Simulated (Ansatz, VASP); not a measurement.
Ti: VASP beside Ansatz

File INCAR:

```
ALGO = Normal
EDIFF = 1E-6
ENCUT = 520
ISIF = 2
ISMEAR = -1
LASPH = True
LCHARG = False
LREAL = False
LWAVE = False
NBANDS = 19
NELM = 100
PREC = Accurate
SIGMA = 0.05
```

The input KPOINTS:

```
k-points
0
Gamma
  15 15 8
```

The input POSCAR:

```
Ti
1.0
    2.7374755094      0.0000000000      0.0000000000
   -1.3687377547      2.3707233334      0.0000000000
    0.0000000000      0.0000000000      4.3684527249
Ti
2
Direct
    0.3333333333      0.6666666667      0.2500000000
    0.6666666667      0.3333333333      0.7500000000
```

Input for Ansatz:

```yaml
crystal:
  lattice:
    - [2.7374755094, 0.0, 0.0]
    - [-1.3687377547, 2.3707233334, 0.0]
    - [0.0, 0.0, 4.3684527249]
  atoms:
    - { symbol: Ti, position: [0.3333333333, 0.6666666667, 0.25] }
    - { symbol: Ti, position: [0.6666666667, 0.3333333333, 0.75] }
kpoints:
  mp_grid: { grid: [15, 15, 8] }
scf:
  occupations: { method: fermi_dirac, width: 0.05 }
hamiltonian:
  xc: lda
  pseudopotentials: { kind: paw }
output:
  forces: true
  stress: true
  eigenvalues: true
  populations: true
```

Change from the starting cell: volume scaled by 0.88, PAW files.

Alike in both runs: task single point; functional LDA; k mesh 15 × 15 × 8; occupations fermi-dirac, width 0.05 eV; no spin polarisation.

|  | VASP | Ansatz |
| --- | --- | --- |
| version | VASP 6.6.1 | Ansatz 0.2.0 |
| potentials or method | VASP PAW LDA potentials, release 64 (Ti_sv) | PAW with Ansatz's default frozen-core files, scalar-relativistic |
| plane-wave cutoff (eV) | 520 | 420 |
| valence electrons in the cell | 24 | 24 |

VASP gave:

* pressure (GPa): 19.7
* traceless stress, the component that is largest in VASP (GPa): 0.05

What did Ansatz give for the same quantities?

Pressure (GPa): 20.0; traceless stress, the component that is largest in VASP (GPa): 0.01.

LDA's correlation is that of Perdew and Zunger in VASP and of Perdew and Wang (1992) in Ansatz.
